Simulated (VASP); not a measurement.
A run of VASP 6.6.1 is set up as follows.

INCAR

```
SYSTEM = InSi8C6
ALGO = Normal
EDIFF = 1E-7
ENCUT = 520
GGA = PS
ISIF = 2
ISMEAR = -1
ISPIN = 2
ISYM = 0
LASPH = .True.
LCHARG = .False.
LORBIT = 11
LREAL = Auto
LWAVE = .False.
MAGMOM = 0.143 0.143 0.143 0.143 0 0.143 0 0.143 0 0 0 0 0 0 0.143
NBANDS = 52
NELECT = 67.0
NELM = 150
PREC = Accurate
SIGMA = 0.05
```

Contents of KPOINTS:

```
Automatic mesh
0
Gamma
  1 1 1
  0.25 0.25 0.25
```

The input POSCAR:

```
InSi8C6
1.0
    0.0000000000      4.3568530000      4.3568530000
    4.3568530000      0.0000000000      4.3568530000
    4.3568530000      4.3568530000      0.0000000000
Si C In
8 6 1
Direct
    0.0214810000      0.0075770000      0.9872770000
    0.5182200000      0.4878530000      0.4706110000
    0.0334660000      0.9801450000      0.4673890000
    0.4911150000      0.5490740000      0.9632920000
    0.9976400000      0.5150010000      0.9727490000
    0.4647310000      0.9836220000      0.5452960000
    0.5196840000      0.9783200000      0.0112270000
    0.9706420000      0.4905210000      0.4976490000
    0.1341220000      0.1263200000      0.1288590000
    0.6240100000      0.6185770000      0.1437200000
    0.1110980000      0.6734190000      0.0951060000
    0.6560340000      0.1142630000      0.6100890000
    0.6235410000      0.1163840000      0.1237980000
    0.1339440000      0.6525070000      0.6160740000
    0.6446550000      0.6523790000      0.6047110000
```

Potentials or basis: VASP PAW PBE potentials, release 64 (Si, C, In_d).

The run is started by

```console
$ cat potpaw_PBE.64/Si/POTCAR potpaw_PBE.64/C/POTCAR potpaw_PBE.64/In_d/POTCAR > POTCAR
$ mpirun -np 1 vasp_std > vasp.out
```

Task: Estimate the largest force.

Result: 37.488 eV/Å.

Task: Predict the net moment.

Result: 0.60 μB per cell.

Task: Predict the site moments.

Result: Si +0.01, +0.02, -0.00, +0.04 (each value once); C +0.00, +0.02, +0.03, +0.04 (each value once); In +0.18 μB.

Forces on the atoms (eV/Å):
```
Si    4.157  -1.595  -0.771
Si   -1.978  -1.229  -7.829
Si    3.362  -3.220  -1.053
Si   14.544  13.660 -16.441
Si    1.458   2.714  -0.227
Si   20.790 -19.435  16.485
Si    0.323  -2.673   1.172
Si  -25.240  20.101  19.085
C    -1.984  -2.190   3.421
C    -4.203  -3.698   2.511
C    -3.537   2.557  -2.961
C     1.379   0.372  -1.345
C     1.485   0.276   2.056
C    -4.022   2.635  -2.259
In   -6.533  -8.277 -11.843
```

Caveat: the k points lie up to 0.62 Å⁻¹ apart; the cell carries a net charge on a neutralising background, which shifts energy and pressure; atoms lie so close that the PAW spheres overlap strongly, which falsifies energies and pressures; the PAW data sets were made with another functional, which shifts forces and pressure a little.
